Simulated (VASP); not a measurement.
# TiN (Osbornite) (Fm-3m) in VASP: further runs

The runs below take TiN (Osbornite) through single point, with r2SCAN, LDA.

Everything below comes from runs of VASP 6.6.1. Logs are shortened: lines on timing, memory, paths and dates and some standing lists are left out, and cuts for length are marked.

## Step 1: The cell of the first run

It takes space group Fm-3m (No. 225, cubic). The conventional cell has a = 4.177 Å, b = 4.177 Å, c = 4.177 Å, α = 90.00°, β = 90.00°, γ = 90.00°. Within 2.8 Å of Ti (site symmetry m-3m) lie 6 N at 2.09 Å. N (site symmetry m-3m) has 6 Ti at 2.09 Å within 2.8 Å.

## Step 2: Single point, r2SCAN

Input file POSCAR:

```
TiN
1.0
    0.0000000000      2.0882932800      2.0882932800
    2.0882932800      0.0000000000      2.0882932800
    2.0882932800      2.0882932800      0.0000000000
Ti N
1 1
Direct
    0.0000000000      0.0000000000      0.0000000000
    0.5000000000      0.5000000000      0.5000000000
```

Input file INCAR.step1:

```
PREC = Accurate ; ENCUT = 910
ISMEAR = -1 ; SIGMA = 0.1
LREAL = F ; LASPH = T
NELM = 120 ; NBANDS = 16
GGA = PE ; ALGO = Normal
EDIFF = 1E-5 ; LWAVE = T
LCHARG = F ; GGA_COMPAT = F
```

Input file INCAR.step2:

```
PREC = Accurate ; ENCUT = 910
EDIFF = 1E-6 ; ISMEAR = -1
SIGMA = 0.1 ; LREAL = F
LASPH = T ; NELM = 120
ALGO = Normal ; ISIF = 2
LWAVE = F ; LCHARG = T
METAGGA = R2SCAN ; LMIXTAU = T
LELF = T ; LVHAR = T
NBANDS = 16 ; ISTART = 1
GGA_COMPAT = F
```

Input file KPOINTS:

```
Automatic mesh
0
Gamma
  14 14 14
```

Potentials or basis: VASP PAW PBE potentials, release 64 (Ti_sv, N_h).

Started as:

```console
$ cat potpaw_PBE.64/Ti_sv/POTCAR potpaw_PBE.64/N_h/POTCAR > POTCAR
$ cp INCAR.step1 INCAR
$ mpirun -np 1 vasp_std > vasp.out
$ cp INCAR.step2 INCAR
$ mpirun -np 1 vasp_std > vasp.out
```

OUTCAR:

```text
PREC = Accurate
   ENCUT = 910
   EDIFF = 1E-6
   ISMEAR = -1
   LREAL = F
   LASPH = T
   NELM = 120
   ISIF = 2
   METAGGA = R2SCAN
   ISTART = 1

 ion  position               nearest neighbor table
   1  0.000  0.000  0.000-   2 2.09   2 2.09   2 2.09   2 2.09   2 2.09   2 2.09
   2  0.500  0.500  0.500-   1 2.09   1 2.09   1 2.09   1 2.09   1 2.09   1 2.09

  LATTYP: Found a face centered cubic cell.
 ALAT       =     4.1765865600

  Lattice vectors:

 A1 = (   0.0000000000,   2.0882932800,   2.0882932800)
 A2 = (   2.0882932800,   0.0000000000,   2.0882932800)
 A3 = (   2.0882932800,   2.0882932800,   0.0000000000)

Analysis of symmetry for initial positions (statically):
=====================================================================
 Subroutine PRICEL returns:
 Original cell was already a primitive cell.

 Routine SETGRP: Setting up the symmetry group for a
 face centered cubic supercell.

 Subroutine GETGRP returns: Found 48 space group operations
 (whereof 48 operations were pure point group operations)
 out of a pool of 48 trial point group operations.

The static configuration has the point symmetry O_h .

Analysis of symmetry for dynamics (positions and initial velocities):
=====================================================================
 Subroutine PRICEL returns:
 Original cell was already a primitive cell.

 Routine SETGRP: Setting up the symmetry group for a
 face centered cubic supercell.

 Subroutine GETGRP returns: Found 48 space group operations
 (whereof 48 operations were pure point group operations)
 out of a pool of 48 trial point group operations.

The dynamic configuration has the point symmetry O_h .

 Subroutine INISYM returns: Found 48 space group operations
 (whereof 48 operations are pure point group operations),
 and found     1 'primitive' translations

----------------------------------------------------------------------------------------

                                     Primitive cell

  volume of cell :      18.2140

  direct lattice vectors                    reciprocal lattice vectors
     0.000000000  2.088293280  2.088293280    -0.239429971  0.239429971  0.239429971
     2.088293280  0.000000000  2.088293280     0.239429971 -0.239429971  0.239429971
     2.088293280  2.088293280  0.000000000     0.239429971  0.239429971 -0.239429971

  length of vectors
     2.953292679  2.953292679  2.953292679     0.414704875  0.414704875  0.414704875

  position of ions in fractional coordinates (direct lattice)
     0.000000000  0.000000000  0.000000000
     0.500000000  0.500000000  0.500000000

  ion indices of the primitive-cell ions
   primitive index   ion index
                 1           1
                 2           2

----------------------------------------------------------------------------------------

 KPOINTS: Automatic mesh

Automatic generation of k-mesh.
 Grid dimensions read from file:
 generate k-points for:   14   14   14

 Generating k-lattice:

  Cartesian coordinates                     Fractional coordinates (reciprocal lattice)
    -0.017102141  0.017102141  0.017102141     0.071428571  0.000000000  0.000000000
     0.017102141 -0.017102141  0.017102141     0.000000000  0.071428571  0.000000000
     0.017102141  0.017102141 -0.017102141     0.000000000  0.000000000  0.071428571

  Length of vectors
     0.029621777  0.029621777  0.029621777

  Shift w.r.t. Gamma in fractional coordinates (k-lattice)
     0.000000000  0.000000000  0.000000000

 Subroutine IBZKPT returns following result:
 ===========================================

 Found    104 irreducible k-points:

 Following reciprocal coordinates:
            Coordinates               Weight
  0.000000  0.000000  0.000000      1.000000
  0.071429  0.000000  0.000000      8.000000
  0.142857  0.000000  0.000000      8.000000
  0.214286  0.000000  0.000000      8.000000
  0.285714  0.000000  0.000000      8.000000
  0.357143  0.000000  0.000000      8.000000
[... 16 lines left out ...]
  0.214286  0.142857  0.000000     24.000000
  0.285714  0.142857  0.000000     24.000000
 [... further k-points ...]
   k-points           NKPTS =    104   k-points in BZ     NKDIM =    104   number of bands    NBANDS=     16
   number of dos      NEDOS =    301   number of ions     NIONS =      2
   total plane-waves  NPLWV =  27000
   dimension x,y,z NGX =    30 NGY =   30 NGZ =   30
   dimension x,y,z NGXF=    60 NGYF=   60 NGZF=   60
   ions per type =               1   1
   NGX,Y,Z   is equivalent  to a cutoff of  16.89, 16.89, 16.89 a.u.
   NGXF,Y,Z  is equivalent  to a cutoff of  33.78, 33.78, 33.78 a.u.
 SYSTEM =  unknown system
   PREC   = accura    normal or accurate (medium, high low for compatibility)
   ISTART =      1    job   : 0-new  1-cont  2-samecut
   ICHARG =      0    charge: 1-file 2-atom 10-const
   ISPIN  =      1    spin polarized calculation?
   LNONCOLLINEAR =      F non collinear calculations
   LSORBIT =      F    spin-orbit coupling
   LASPH  =      T    aspherical Exc in radial PAW
   ENCUT  =  910.0 eV  66.88 Ry    8.18 a.u.   7.26  7.26  7.26*2*pi/ulx,y,z
   NELM   =    120;   NELMIN=  2; NELMDL=  0     # of ELM steps
   EDIFF  = 0.1E-05   stopping-criterion for ELM
   LREAL  =      F    real-space projection
   EDIFFG = 0.1E-04   stopping-criterion for IOM
   NSW    =      0    number of steps for IOM
   IBRION =     -1    ionic relax: 0-MD 1-quasi-New 2-CG
   NFREE  =      0    steps in history (QN), initial steepest desc. (CG)
   ISIF   =      2    stress and relaxation
   ISYM   =      2    0-nonsym 1-usesym 2-fastsym
   POTIM  = 0.5000    time-step for ionic-motion
   TEBEG  =    0.0;   TEEND  =   0.0 temperature during run
   PSTRESS=    0.0 pullay stress
   NELECT =      17.0000    total number of electrons
   NUPDOWN=      -1.0000    fix difference up-down
   EMIN   =  10.00;   EMAX   =-10.00  energy-range for DOS
   EFERMI =   0.00;   METHOD = LEGACY
   ISMEAR =    -1;   SIGMA  =   0.10  broadening in eV -4-tet -1-fermi 0-gaus
   EFERMI_NEDOS =   21; number of points for ismear=-14 and -15
   IALGO  =     38    algorithm
   IMIX   =      4    mixing-type and parameters
     AMIX     =   0.40;   BMIX     =  1.00
     AMIX_MAG =   1.60;   BMIX_MAG =  1.00
  volume/ion in A,a.u.               =       9.11        61.46
  Fermi-wavevector in a.u.,A,eV,Ry     =   1.599888  3.023350 34.826049  2.559642
  Thomas-Fermi vector in A             =   2.697110
   LORBIT       =      0    0 simple, 1 ext, 2 COOP (PROOUT), +10 PAW based schemes
   METAGGA = R2SCAN    functional components
   LHFCALC =     F    Hartree Fock is set to
   AEXX    =    0.0000 exact exchange contribution
   IVDW    =     0    specifies the selected vdW correction
   LEPSILON=     F    determine dielectric tensor
   LRPA    =     F    only Hartree local field effects (RPA)
 non-spin polarized calculation
  energy-cutoff  :      910.00
  volume of cell :       18.21
 maximum number of plane-waves:      1158
 NGX is ok and might be reduce to    30
   NGX = 15   NGY = 15   NGZ = 15

 number of electron      16.9999999 magnetization

 Free energy of the ion-electron system (eV)
  ---------------------------------------------------
  ext. energy  EPLUGINS =         0.00000000
  ---------------------------------------------------
  free energy    TOTEN  =       -25.98942920 eV

  energy without entropy =      -25.96245733  energy(sigma->0) =      -25.97594327

 E-fermi :  12.6771     XC(G=0): -14.1559

 val. band max:       12.6670750961   @ k =   0.3571   0.1429   0.0714
 cond. band min:      12.6818741946   @ k =   0.2857   0.0714   0.0000
 fundamental gap:      0.0147990985
 Fermi energy:        12.6771211891

 k-point     1 :       0.0000    0.0000    0.0000
  band No.  band energies     occupation
      1     -47.6229      2.00000
      2     -22.5253      2.00000
      3     -22.5253      2.00000
      4     -22.5253      2.00000
      5      -5.8851      2.00000
      6      10.2201      2.00000
[... 8 lines left out ...]
     15      26.6983      0.00000
     16      33.6175      0.00000

 k-point     2 :       0.0714    0.0000    0.0000
  band No.  band energies     occupation
      1     -47.6170      2.00000
      2     -22.5665      2.00000
      3     -22.5284      2.00000
      4     -22.5284      2.00000
      5      -5.7767      2.00000
      6       9.6507      2.00000
[... 8 lines left out ...]
     15      26.7807      0.00000
     16      33.4786      0.00000

 k-point     3 :       0.1429    0.0000    0.0000
  band No.  band energies     occupation
      1     -47.6004      2.00000
      2     -22.6804      2.00000
      3     -22.5370      2.00000
      4     -22.5370      2.00000
      5      -5.4660      2.00000
      6       8.4914      2.00000
[... 8 lines left out ...]
     15      26.8408      0.00000
     16      32.9758      0.00000

 k-point     4 :       0.2143    0.0000    0.0000
  band No.  band energies     occupation
      1     -47.5763      2.00000
      2     -22.8416      2.00000
      3     -22.5494      2.00000
      4     -22.5494      2.00000
      5      -4.9944      2.00000
      6       7.1902      2.00000
[... 8 lines left out ...]
     15      26.6493      0.00000
     16      32.0002      0.00000
[... 324 lines left out ...]
 k-point    22 :       0.1429    0.1429    0.0000
  band No.  band energies     occupation
      1     -47.5929      2.00000
      2     -22.6679      2.00000
      3     -22.5712      2.00000
      4     -22.5712      2.00000
      5      -5.3711      2.00000
      6       7.5551      2.00000
[... 8 lines left out ...]
     15      27.1238      0.00000
     16      32.3395      0.00000

 k-point    23 :       0.2143    0.1429    0.0000
  band No.  band energies     occupation
      1     -47.5750      2.00000
      2     -22.7696      2.00000
      3     -22.5927      2.00000
      4     -22.5841      2.00000
      5      -5.0756      2.00000
      6       6.8032      2.00000
[... 8 lines left out ...]
     15      27.1428      0.00000
     16      31.7888      0.00000

 k-point    24 :       0.2857    0.1429    0.0000
  band No.  band energies     occupation
      1     -47.5515      2.00000
      2     -22.9112      2.00000
      3     -22.6115      2.00000
      4     -22.5979      2.00000
      5      -4.6675      2.00000
      6       6.0929      2.00000
[... 8 lines left out ...]
     15      26.8448      0.00000
     16      30.7379      0.00000

 [... further k-points ...]
[... 5 lines left out ...]
  --------------------------------------------------------------------------------------
  -------------------------------------------------------------------------------------
  Total        1.6543733      1.6543733      1.6543733     -0.0000000      0.0000000      0.0000000
  in kB      145.5256735    145.5256735    145.5256735     -0.0000000      0.0000000      0.0000000
  external PRESSURE =     145.5256735 kB  Pullay stress =       0.0000000 kB

 VOLUME and BASIS-vectors are now :
 -----------------------------------------------------------------------------
  energy-cutoff  :      910.00
  volume of cell :       18.21
      direct lattice vectors                 reciprocal lattice vectors
     0.000000000  2.088293280  2.088293280    -0.239429971  0.239429971  0.239429971
     2.088293280  0.000000000  2.088293280     0.239429971 -0.239429971  0.239429971
     2.088293280  2.088293280  0.000000000     0.239429971  0.239429971 -0.239429971

 POSITION                                       TOTAL-FORCE (eV/Angst)
 -----------------------------------------------------------------------------------
      0.00000      0.00000      0.00000         0.000000      0.000000      0.000000
      2.08829      2.08829      2.08829        -0.000000     -0.000000     -0.000000
 -----------------------------------------------------------------------------------
    total drift:                               -0.000000      0.000000      0.000000

  FREE ENERGIE OF THE ION-ELECTRON SYSTEM (eV)
  ---------------------------------------------------
  free  energy   TOTEN  =       -25.9894291966 eV

  energy  without entropy=      -25.9624573342  energy(sigma->0) =      -25.97594327
```

Wall time 4.1 min (1 thread of AMD EPYC 9R14 (Zen 4), shared host); peak memory 0.19 GiB.

Results:

```
Free energy : -25.9894 eV
Pressure    : 14.6 GPa
```

Levels at points of the mesh, in eV from the Fermi level:
```csv
k point,band 5,band 6,band 7,band 8,band 9,band 10,band 11,band 12,band 13,band 14
"(0.00, 0.00, 0.00)",-18.56,-2.46,-2.46,-2.46,-0.66,-0.66,-0.66,0.62,0.62,6.41
"(0.50, 0.00, 0.00)",-15.92,-8.81,-6.18,-6.18,1.87,1.87,2.62,6.31,6.31,6.68
"(0.50, 0.50, 0.00)",-17.20,-6.39,-3.70,-3.70,-3.31,1.78,2.62,2.62,4.05,11.82
```

Caveat: the cutoff is under 1.25 times the usual one of these potentials, so pressure, stress and relaxed cells hold a basis-set (Pulay) error; the PAW data sets were made with another functional, which shifts forces and pressure a little.

## Step 3: Single point, LDA

This run uses another cell than the first one, of 9.08 Å³/atom, 0.997 times its volume.

Input file INCAR:

```
SYSTEM = TiN
  PREC = Accurate
  ENCUT = 910
  EDIFF = 1E-6
  ISMEAR = -1
  SIGMA = 0.1
  LREAL = .False.
  LASPH = .True.
  NELM = 120
  ALGO = Normal
  ISIF = 2
  LWAVE = .False.
  LCHARG = .False.
  GGA = CA
  NBANDS = 16
  GGA_COMPAT = .False.
```

Input file KPOINTS:

```
Automatic mesh
0
Gamma
  13 13 13
  0 0 0
```

Input file POSCAR:

```
TiN
1.0
    0.0000000000      2.0860914431      2.0860914431
    2.0860914431      0.0000000000      2.0860914431
    2.0860914431      2.0860914431      0.0000000000
Ti N
1 1
Direct
    0.0000000000      0.0000000000      0.0000000000
    0.5000000000      0.5000000000      0.5000000000
```

Potentials or basis: VASP PAW LDA potentials, release 64 (Ti_sv, N_h).

Started as:

```console
$ cat potpaw_LDA.64/Ti_sv/POTCAR potpaw_LDA.64/N_h/POTCAR > POTCAR
$ mpirun -np 1 vasp_std > vasp.out
```

Wall time 82 s (1 thread of Intel Xeon Platinum 8488C (Sapphire Rapids), shared host); peak memory 0.19 GiB.

It converged, with:

| Property | Result |
| --- | --- |
| Free energy | -21.6896 eV |
| Pressure | 0.8 GPa |

Levels at points of the mesh, in eV from the Fermi level:
```tsv
k point	band 6	band 7	band 8	band 9	band 10	band 11	band 12	band 13
(0.00, 0.00, 0.00)	-2.06	-2.06	-2.06	-0.69	-0.69	-0.69	0.60	0.60
```

Caveat: the cutoff is under 1.25 times the usual one of these potentials, so pressure, stress and relaxed cells hold a basis-set (Pulay) error.
